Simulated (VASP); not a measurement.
Runs of VASP 6.6.1 on PbS. The structure is that of space group Cmcm (No. 63), or close to it. The cells are those of the table. 

| cell | gap on the mesh (eV) | pressure (GPa) | largest force (eV/Å) |
| --- | --- | --- | --- |
| a = 6.453, b = 6.453, c = 4.354 Å, angles 90.0, 90.0, 141.7°, 4 atoms | 1.23 | (a) | 0.33 |
| a = 6.285, b = 6.285, c = 4.241 Å, angles 90.0, 90.0, 141.7°, 4 atoms | 1.07 | -0.5 | 0.13 |
| a = 6.227, b = 6.227, c = 4.202 Å, angles 90.0, 90.0, 141.7°, 4 atoms | 1.00 | 1.2 | 0.32 |
| a = 6.507, b = 6.507, c = 4.391 Å, angles 90.0, 90.0, 141.7°, 4 atoms | 1.27 | -5.1 | 0.46 |
| a = 6.398, b = 6.398, c = 4.317 Å, angles 90.0, 90.0, 141.7°, 4 atoms | 1.18 | -3.1 | 0.19 |
| a = 6.168, b = 6.168, c = 4.162 Å, angles 90.0, 90.0, 141.7°, 4 atoms | 0.93 | 3.1 | 0.52 |
| a = 6.342, b = 6.342, c = 4.279 Å, angles 90.0, 90.0, 141.7°, 4 atoms | 1.13 | (b) | 0.04 |

Alike in all rows: task single point; level PBEsol; potentials or basis VASP PAW PBE potentials, release 64 (Pb_d, S); no spin polarisation; k mesh 6 × 6 × 6; cutoff (eV) 520; smearing gaussian 0.01 eV.

Q: Estimate the missing entries.

A: (a) -4.2; (b) -1.9.

Caveats: the PAW data sets were made with another functional, which shifts forces and pressure a little; spin-orbit coupling is left out, which moves the levels of the heavy elements; the cell stands under tension (at least some runs); the cell stands under pressure (at least some runs).

A k mesh can miss the band edges, and the runs leave out spin-orbit coupling on Pb.
